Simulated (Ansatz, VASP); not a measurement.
AlNi: VASP beside Ansatz

```
Al Ni
1.0
     2.04277   -2.04278    0.00000
     2.04277    2.04278    0.00000
     0.00000    0.00000    2.90117
Al Ni
1 1
Direct
  0.00000 0.00000 0.00000
  0.50000 0.50000 0.50000
```

Alike in both runs: functional PBE; k mesh 16 × 16 × 14; occupations gaussian, width 0.1 eV; no spin polarisation.

Ansatz relaxed the structure, and its values are those at the end. VASP's run is a single point on that final structure, the one shown.

```csv
,VASP,Ansatz
version,VASP 6.6.1,Ansatz 0.2.0
potentials or method,"VASP PAW PBE potentials, release 64 (Al, Ni), cutoff 520 eV","scalar-relativistic, plane waves, PAW"
valence electrons in the cell,13,21
```

```tsv
	VASP	Ansatz	Ansatz less VASP
gap on the k mesh at the Fermi level (eV)	none	none	-
pressure (GPa)	0.0	0.0	0.00
```

A gap of «none» marks a metal or a gap that the smearing closes. VASP's potentials hold 13 valence electrons a cell and Ansatz's 21, so a difference there can come from the potentials and not from the codes.
